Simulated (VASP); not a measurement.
# As (Im-3m) in VASP: notebook

Runs on As. Level: PBE. Tasks: single point, relaxation of cell and atoms.

All numbers are computed with VASP 6.6.1; they aren't measurements. Logs are shortened: lines on timing, memory, paths and dates and some standing lists are left out, and cuts for length are marked.

**1. The cell of the first run**

It takes space group Im-3m (No. 229, cubic). The conventional cell has a = 5.194 Å, b = 5.194 Å, c = 5.194 Å, α = 90.00°, β = 90.00°, γ = 90.00°. As (site symmetry 4/mmm) has 4 As at 2.60 Å within 3.4 Å.

**2. Single point, PBE**

Input file INCAR:

```
  PREC = Accurate
  ENCUT = 520
  EDIFF = 1E-6
  ISMEAR = 0
  SIGMA = 0.1
  LREAL = F
  LASPH = T
  NELM = 100
  ALGO = Normal
  ISIF = 2
  LWAVE = F
  LCHARG = F
  GGA = PE
  NBANDS = 14
```

Input file KPOINTS:

```
Automatic mesh
0
Gamma
  6 6 6
```

Input file POSCAR:

```
As
1.0
   -2.5968798583      2.5968798583      2.5968798583
    2.5968798583     -2.5968798583      2.5968798583
    2.5968798583      2.5968798583     -2.5968798583
As
3
Direct
    0.0000000000      0.5000000000      0.5000000000
    0.5000000000      0.0000000000      0.5000000000
    0.5000000000      0.5000000000      0.0000000000
```

Potentials or basis: VASP PAW PBE potentials, release 64 (As).

The run is started by

```bash
> cat potpaw_PBE.64/As/POTCAR > POTCAR
> mpirun -np 1 vasp_std > vasp.out
```

OUTCAR:

```text
PREC = Accurate
   ENCUT = 520
   EDIFF = 1E-6
   ISMEAR = 0
   LREAL = F
   LASPH = T
   NELM = 100
   ISIF = 2
   GGA = PE

 ion  position               nearest neighbor table
   1  0.000  0.500  0.500-   2 2.60   3 2.60   3 2.60   2 2.60
   2  0.500  0.000  0.500-   1 2.60   3 2.60   3 2.60   1 2.60
   3  0.500  0.500  0.000-   1 2.60   2 2.60   2 2.60   1 2.60

  LATTYP: Found a body centered cubic cell.
 ALAT       =     5.1937597166

  Lattice vectors:

 A1 = (  -2.5968798583,   2.5968798583,   2.5968798583)
 A2 = (   2.5968798583,  -2.5968798583,   2.5968798583)
 A3 = (   2.5968798583,   2.5968798583,  -2.5968798583)

Analysis of symmetry for initial positions (statically):
=====================================================================
 Subroutine PRICEL returns:
 Original cell was already a primitive cell.

 Routine SETGRP: Setting up the symmetry group for a
 body centered cubic supercell.

 Subroutine GETGRP returns: Found 48 space group operations
 (whereof 48 operations were pure point group operations)
 out of a pool of 48 trial point group operations.

The static configuration has the point symmetry O_h .

Analysis of symmetry for dynamics (positions and initial velocities):
=====================================================================
 Subroutine PRICEL returns:
 Original cell was already a primitive cell.

 Routine SETGRP: Setting up the symmetry group for a
 body centered cubic supercell.

 Subroutine GETGRP returns: Found 48 space group operations
 (whereof 48 operations were pure point group operations)
 out of a pool of 48 trial point group operations.

The dynamic configuration has the point symmetry O_h .

 Subroutine INISYM returns: Found 48 space group operations
 (whereof 48 operations are pure point group operations),
 and found     1 'primitive' translations

----------------------------------------------------------------------------------------

                                     Primitive cell

  volume of cell :      70.0512

  direct lattice vectors                    reciprocal lattice vectors
    -2.596879858  2.596879858  2.596879858     0.000000000  0.192538749  0.192538749
     2.596879858 -2.596879858  2.596879858     0.192538749  0.000000000  0.192538749
     2.596879858  2.596879858 -2.596879858     0.192538749  0.192538749  0.000000000

  length of vectors
     4.497927856  4.497927856  4.497927856     0.272290911  0.272290911  0.272290911

  position of ions in fractional coordinates (direct lattice)
     0.000000000  0.500000000  0.500000000
     0.500000000  0.000000000  0.500000000
     0.500000000  0.500000000  0.000000000

  ion indices of the primitive-cell ions
   primitive index   ion index
                 1           1
                 2           2
                 3           3

----------------------------------------------------------------------------------------

 KPOINTS: Automatic mesh

Automatic generation of k-mesh.
 Grid dimensions read from file:
 generate k-points for:    6    6    6

 Generating k-lattice:

  Cartesian coordinates                     Fractional coordinates (reciprocal lattice)
     0.000000000  0.032089792  0.032089792     0.166666667  0.000000000  0.000000000
     0.032089792  0.000000000  0.032089792     0.000000000  0.166666667  0.000000000
     0.032089792  0.032089792  0.000000000     0.000000000  0.000000000  0.166666667

  Length of vectors
     0.045381818  0.045381818  0.045381818

  Shift w.r.t. Gamma in fractional coordinates (k-lattice)
     0.000000000  0.000000000  0.000000000

 Subroutine IBZKPT returns following result:
 ===========================================

 Found     16 irreducible k-points:

 Following reciprocal coordinates:
            Coordinates               Weight
  0.000000  0.000000  0.000000      1.000000
  0.166667  0.000000  0.000000     12.000000
  0.333333  0.000000  0.000000     12.000000
  0.500000  0.000000  0.000000      6.000000
  0.166667  0.166667  0.000000     24.000000
  0.333333  0.166667  0.000000     48.000000
[... 8 lines left out ...]
  0.500000  0.500000  0.333333     12.000000
  0.500000  0.500000  0.500000      1.000000
   k-points           NKPTS =     16   k-points in BZ     NKDIM =     16   number of bands    NBANDS=     14
   number of dos      NEDOS =    301   number of ions     NIONS =      3
   total plane-waves  NPLWV =  46656
   dimension x,y,z NGX =    36 NGY =   36 NGZ =   36
   dimension x,y,z NGXF=    72 NGYF=   72 NGZF=   72
   ions per type =               3
   NGX,Y,Z   is equivalent  to a cutoff of  13.31, 13.31, 13.31 a.u.
   NGXF,Y,Z  is equivalent  to a cutoff of  26.61, 26.61, 26.61 a.u.
 SYSTEM =  unknown system
   PREC   = accura    normal or accurate (medium, high low for compatibility)
   ISTART =      0    job   : 0-new  1-cont  2-samecut
   ICHARG =      2    charge: 1-file 2-atom 10-const
   ISPIN  =      1    spin polarized calculation?
   LNONCOLLINEAR =      F non collinear calculations
   LSORBIT =      F    spin-orbit coupling
   LASPH  =      T    aspherical Exc in radial PAW
   ENCUT  =  520.0 eV  38.22 Ry    6.18 a.u.   8.36  8.36  8.36*2*pi/ulx,y,z
   NELM   =    100;   NELMIN=  2; NELMDL= -5     # of ELM steps
   EDIFF  = 0.1E-05   stopping-criterion for ELM
   LREAL  =      F    real-space projection
   EDIFFG = 0.1E-04   stopping-criterion for IOM
   NSW    =      0    number of steps for IOM
   IBRION =     -1    ionic relax: 0-MD 1-quasi-New 2-CG
   NFREE  =      0    steps in history (QN), initial steepest desc. (CG)
   ISIF   =      2    stress and relaxation
   ISYM   =      2    0-nonsym 1-usesym 2-fastsym
   POTIM  = 0.5000    time-step for ionic-motion
   TEBEG  =    0.0;   TEEND  =   0.0 temperature during run
   PSTRESS=    0.0 pullay stress
   NELECT =      15.0000    total number of electrons
   NUPDOWN=      -1.0000    fix difference up-down
   EMIN   =  10.00;   EMAX   =-10.00  energy-range for DOS
   EFERMI =   0.00;   METHOD = LEGACY
   ISMEAR =     0;   SIGMA  =   0.10  broadening in eV -4-tet -1-fermi 0-gaus
   EFERMI_NEDOS =   21; number of points for ismear=-14 and -15
   IALGO  =     38    algorithm
   IMIX   =      4    mixing-type and parameters
     AMIX     =   0.40;   BMIX     =  1.00
     AMIX_MAG =   1.60;   BMIX_MAG =  1.00
  volume/ion in A,a.u.               =      23.35       157.58
  Fermi-wavevector in a.u.,A,eV,Ry     =   0.979415  1.850826 13.051438  0.959254
  Thomas-Fermi vector in A             =   2.110266
   LORBIT       =      0    0 simple, 1 ext, 2 COOP (PROOUT), +10 PAW based schemes
   GGA     = PE    functional components
   LHFCALC =     F    Hartree Fock is set to
   AEXX    =    0.0000 exact exchange contribution
   IVDW    =     0    specifies the selected vdW correction
   LEPSILON=     F    determine dielectric tensor
   LRPA    =     F    only Hartree local field effects (RPA)
 non-spin polarized calculation
 Gauss-broadening in eV      SIGMA  =   0.10
  energy-cutoff  :      520.00
  volume of cell :       70.05
 maximum number of plane-waves:      1926
 NGX is ok and might be reduce to    36
   NGX = 17   NGY = 17   NGZ = 17

 number of electron      15.0000002 magnetization

 Free energy of the ion-electron system (eV)
  ---------------------------------------------------
  ext. energy  EPLUGINS =         0.00000000
  ---------------------------------------------------
  free energy    TOTEN  =       -12.13787871 eV

  energy without entropy =      -12.12018177  energy(sigma->0) =      -12.12903024

 E-fermi :   4.2265     XC(G=0):  -9.6327

 val. band max:        4.1797772134   @ k =   0.5000   0.5000   0.3333
 cond. band min:       4.2288379692   @ k =   0.1667   0.1667   0.0000
 fundamental gap:      0.0490607558
 Fermi energy:         4.2265386887

 k-point     1 :       0.0000    0.0000    0.0000
  band No.  band energies     occupation
      1     -10.1713      2.00000
      2      -3.6614      2.00000
      3      -3.6614      2.00000
      4      -0.2380      2.00000
      5      -0.2380      2.00000
      6      -0.2380      2.00000
      7       3.7639      2.00000
      8       3.7639      2.00000
      9       3.7639      2.00000
     10       8.1008      0.00000
     11       8.1008      0.00000
     12       8.1008      0.00000
     13       9.0090      0.00000
     14      11.4264      0.00000

 k-point     2 :       0.1667    0.0000    0.0000
  band No.  band energies     occupation
      1      -9.9282      2.00000
      2      -4.6294      2.00000
      3      -4.0065      2.00000
      4      -0.3936      2.00000
      5       0.4635      2.00000
      6       0.7769      2.00000
      7       2.9717      2.00000
      8       3.4271      2.00000
      9       4.1057      1.91263
     10       8.8200      0.00000
     11       8.8827      0.00000
     12       8.9111      0.00000
     13       9.5955      0.00000
     14       9.8440      0.00000

 k-point     3 :       0.3333    0.0000    0.0000
  band No.  band energies     occupation
      1      -9.2342      2.00000
      2      -6.2395      2.00000
      3      -4.5055      2.00000
      4      -0.6715      2.00000
      5       1.8245      2.00000
      6       1.9512      2.00000
      7       2.7909      2.00000
      8       2.9236      2.00000
      9       4.8702      0.00000
     10       7.2434      0.00000
     11       7.4397      0.00000
     12      10.6265      0.00000
     13      10.6428      0.00000
     14      10.7731      0.00000
[... 188 lines left out ...]
 k-point    15 :       0.5000    0.5000    0.3333
  band No.  band energies     occupation
      1      -7.9228      2.00000
      2      -7.5831      2.00000
      3      -3.6473      2.00000
      4      -1.6872      2.00000
      5      -1.0978      2.00000
      6      -0.3764      2.00000
      7       4.1798      1.49158
      8       4.6017      0.00000
      9       5.4056      0.00000
     10      10.1217      0.00000
     11      10.7060      0.00000
     12      10.9141      0.00000
     13      11.6329      0.00000
     14      11.8079      0.00000

 k-point    16 :       0.5000    0.5000    0.5000
  band No.  band energies     occupation
      1      -7.6684      2.00000
      2      -7.6684      2.00000
      3      -2.5967      2.00000
      4      -1.8963      2.00000
      5      -1.8963      2.00000
      6      -1.8963      2.00000
      7       5.1864      0.00000
      8       5.1864      0.00000
      9       5.1864      0.00000
     10      10.0961      0.00000
     11      11.8808      0.00000
     12      11.8808      0.00000
     13      11.8808      0.00000
     14      12.0401      0.00000

------------------------ aborting loop because EDIFF is reached ----------------------------------------

  FORCE on cell =-STRESS in cart. coord.  units (eV):
  Direction    XX          YY          ZZ          XY          YZ          ZX
  --------------------------------------------------------------------------------------
  -------------------------------------------------------------------------------------
  Total        0.0520904      0.0520904      0.0520904      0.0000000      0.0000000     -0.0000000
  in kB        1.1913876      1.1913876      1.1913876      0.0000000      0.0000000     -0.0000000
  external PRESSURE =       1.1913876 kB  Pullay stress =       0.0000000 kB

 VOLUME and BASIS-vectors are now :
 -----------------------------------------------------------------------------
  energy-cutoff  :      520.00
  volume of cell :       70.05
      direct lattice vectors                 reciprocal lattice vectors
    -2.596879858  2.596879858  2.596879858     0.000000000  0.192538749  0.192538749
     2.596879858 -2.596879858  2.596879858     0.192538749  0.000000000  0.192538749
     2.596879858  2.596879858 -2.596879858     0.192538749  0.192538749  0.000000000

 POSITION                                       TOTAL-FORCE (eV/Angst)
 -----------------------------------------------------------------------------------
      2.59688      0.00000      0.00000         0.000000     -0.000000      0.000000
      0.00000      2.59688      0.00000        -0.000000      0.000000     -0.000000
      0.00000      0.00000      2.59688        -0.000000     -0.000000     -0.000000
 -----------------------------------------------------------------------------------
    total drift:                                0.000000      0.000000     -0.000000

  FREE ENERGIE OF THE ION-ELECTRON SYSTEM (eV)
  ---------------------------------------------------
  free  energy   TOTEN  =       -12.1378787109 eV

  energy  without entropy=      -12.1201817695  energy(sigma->0) =      -12.12903024
```

Run time: 12 s. Hardware: 1 thread of Intel Xeon 6975P-C (Granite Rapids), shared host; peak memory 0.19 GiB.

What came out:

```yaml
Free_energy: -12.1379 eV
Pressure: 0.1 GPa
```

**3. Relaxation of cell and atoms, PBE**

This run uses another cell than the first one, of 24.18 Å³/atom, 1.035 times its volume.

Input file INCAR:

```
SYSTEM = As
ALGO     = Normal         ! electronic algorithm
EDIFF    = 1E-6           ! SCF threshold, eV
EDIFFG   = -0.04          ! ionic threshold
ENCUT    = 600            ! plane-wave cutoff, eV
GGA      = PE             ! functional
IBRION   = 2              ! ionic algorithm
ISIF     = 3              ! what is computed and relaxed
ISMEAR   = 0              ! smearing method
LASPH    = .TRUE.         ! aspherical terms in the spheres
LCHARG   = .FALSE.        ! write CHGCAR
LREAL    = .FALSE.        ! projectors in reciprocal space
LWAVE    = .FALSE.        ! write WAVECAR
NELM     = 80             ! most SCF steps
NSW      = 90             ! ionic steps
PREC     = Accurate       ! precision mode
SIGMA    = 0.1            ! smearing width, eV
```

Input file KPOINTS:

```
k-points
0
G
  6 6 6
  0 0 0
```

Input file POSCAR:

```
As
1.0
   -2.6272428800      2.6272428800      2.6272428800
    2.6272428800     -2.6272428800      2.6272428800
    2.6272428800      2.6272428800     -2.6272428800
As
3
Direct
    0.0000000000      0.5000000000      0.5000000000
    0.5000000000      0.0000000000      0.5000000000
    0.5000000000      0.5000000000      0.0000000000
```

Potentials or basis: VASP PAW PBE potentials, release 64 (As).

The run is started by

```bash
> cat potpaw_PBE.64/As/POTCAR > POTCAR
> mpirun -np 1 vasp_std > vasp.out
```

OUTCAR:

```text
SYSTEM = As
   EDIFF = 1E-6
   EDIFFG = -0.04
   ENCUT = 600
   GGA = PE
   IBRION = 2
   ISIF = 3
   ISMEAR = 0
   LASPH = .TRUE.
   LREAL = .FALSE.
   NELM = 80
   NSW = 90
   PREC = Accurate

 ion  position               nearest neighbor table
   1  0.000  0.500  0.500-   2 2.63   3 2.63   3 2.63   2 2.63
   2  0.500  0.000  0.500-   1 2.63   3 2.63   3 2.63   1 2.63
   3  0.500  0.500  0.000-   1 2.63   2 2.63   2 2.63   1 2.63

  LATTYP: Found a body centered cubic cell.
 ALAT       =     5.2544857600

  Lattice vectors:

 A1 = (  -2.6272428800,   2.6272428800,   2.6272428800)
 A2 = (   2.6272428800,  -2.6272428800,   2.6272428800)
 A3 = (   2.6272428800,   2.6272428800,  -2.6272428800)

Analysis of symmetry for initial positions (statically):
=====================================================================
 Subroutine PRICEL returns:
 Original cell was already a primitive cell.

 Routine SETGRP: Setting up the symmetry group for a
 body centered cubic supercell.

 Subroutine GETGRP returns: Found 48 space group operations
 (whereof 48 operations were pure point group operations)
 out of a pool of 48 trial point group operations.

[... 147 lines left out ...]

 number of electron      15.0000001 magnetization

 Free energy of the ion-electron system (eV)
  ---------------------------------------------------
  ext. energy  EPLUGINS =         0.00000000
  ---------------------------------------------------
  free energy    TOTEN  =       -12.12412308 eV

  energy without entropy =      -12.10406847  energy(sigma->0) =      -12.11409578

------------------------ aborting loop because EDIFF is reached ----------------------------------------

  FORCE on cell =-STRESS in cart. coord.  units (eV):
  Direction    XX          YY          ZZ          XY          YZ          ZX
  --------------------------------------------------------------------------------------
  -------------------------------------------------------------------------------------
  Total       -0.8333105     -0.8333105     -0.8333105      0.0000000     -0.0000000     -0.0000000
  in kB      -18.4058873    -18.4058873    -18.4058873      0.0000000     -0.0000000     -0.0000000
  external PRESSURE =     -18.4058873 kB  Pullay stress =       0.0000000 kB
[... 61 lines left out ...]
--------------------------------------- Ionic step        3  -------------------------------------------

 number of electron      15.0000003 magnetization

 Free energy of the ion-electron system (eV)
  ---------------------------------------------------
  ext. energy  EPLUGINS =         0.00000000
  ---------------------------------------------------
  free energy    TOTEN  =       -12.13804601 eV

  energy without entropy =      -12.12020964  energy(sigma->0) =      -12.12912782

 E-fermi :   4.2080     XC(G=0):  -9.6245

 val. band max:        4.1626092986   @ k =   0.5000   0.5000   0.3333
 cond. band min:       4.2104714485   @ k =   0.1667   0.1667   0.0000
 fundamental gap:      0.0478621500
 Fermi energy:         4.2079707469

 k-point     1 :       0.0000    0.0000    0.0000
  band No.  band energies     occupation
      1     -10.1748      2.00000
      2      -3.6842      2.00000
      3      -3.6842      2.00000
      4      -0.2481      2.00000
      5      -0.2481      2.00000
      6      -0.2481      2.00000
      7       3.7475      2.00000
      8       3.7475      2.00000
      9       3.7475      2.00000
     10       8.0876      0.00000
     11       8.0876      0.00000
[... 238 lines left out ...]
  FREE ENERGIE OF THE ION-ELECTRON SYSTEM (eV)
  ---------------------------------------------------
  free  energy   TOTEN  =       -12.1380460067 eV

  energy  without entropy=      -12.1202096373  energy(sigma->0) =      -12.12912782

 reached required accuracy - stopping structural energy minimisation
```

CONTCAR:

```text
As
   1.00000000000000
    -2.5985583321738055    2.5985583321738055    2.5985583321738055
     2.5985583321738055   -2.5985583321738055    2.5985583321738055
     2.5985583321738055    2.5985583321738055   -2.5985583321738055
  As
     3
Direct
     0.0000000000000000    0.5000000000000000    0.5000000000000000
     0.5000000000000000    0.0000000000000000    0.5000000000000000
     0.5000000000000000    0.5000000000000000    0.0000000000000000

  0.00000000E+00  0.00000000E+00  0.00000000E+00
  0.00000000E+00  0.00000000E+00  0.00000000E+00
  0.00000000E+00  0.00000000E+00  0.00000000E+00
```

It took 25 s on 1 thread of Intel Xeon 6975P-C (Granite Rapids), shared host; peak memory 0.2 GiB.

What came out:

* Free energy: -12.1380 eV
* Relaxed volume: 23.40 Å³/atom
* Relaxed cell: a = 4.501 Å, b = 4.501 Å, c = 4.501 Å, α = 109.47°, β = 109.47°, γ = 109.47°
* Space group after relaxing (to 0.05 Å): Im-3m (No. 229)
* Energy gained by relaxing: 4.6 meV/atom
* Ionic steps: 3
* Pressure after relaxing: 0.0 GPa

The path:
```
step  energy change (eV)  largest force (eV/Å)  pressure (GPa)  volume (Å³)
   1              0.0000                0.0000           -1.84        72.54
   2             -0.0132                0.0000            0.47        69.66
   3             -0.0139                0.0000            0.00        70.19
```

Final structure:
```
As
1.0
    -2.59856    2.59856    2.59856
     2.59856   -2.59856    2.59856
     2.59856    2.59856   -2.59856
As
3
Direct
  0.00000 0.50000 0.50000
  0.50000 0.00000 0.50000
  0.50000 0.50000 0.00000
```
